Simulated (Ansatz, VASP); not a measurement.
## One calculation of Os, two programs

```xyz
1
Lattice="2.4723 0.0000 0.0000 0.0000 2.4723 0.0000 0.0000 0.0000 2.4723" Properties=species:S:1:pos:R:3 pbc="T T T"
Os    0.0000    0.0000    0.0000
```

Alike in both runs: task relaxation of cell and atoms; functional BLYP; k mesh 13 × 13 × 13; occupations fermi-dirac, width 0.1 eV; no spin polarisation.

|  | VASP | Ansatz |
| --- | --- | --- |
| version | VASP 6.6.1 | Ansatz 0.2.0 |
| potentials or method | VASP PAW PBE potentials, release 64 (Os), cutoff 600 eV | plane waves (420 eV) with PAW, scalar-relativistic |
| valence electrons in the cell | 8 | 16 |

|  | VASP | Ansatz | Ansatz less VASP |
| --- | --- | --- | --- |
| relaxed volume (Å³/atom) | 17.65 | 17.53 | -0.119 |
| relaxed cell length with the largest relative difference (Å) | 2.604 | 2.598 | -0.0059 |

VASP's potentials were made for PBE, not for BLYP. VASP's potentials hold 8 valence electrons a cell and Ansatz's 16, so a difference there can come from the potentials and not from the codes.

Neither program's run includes spin-orbit coupling. Noted on VASP's run: the volume moved by over 15 % at a fixed basis, so the end points are rough.
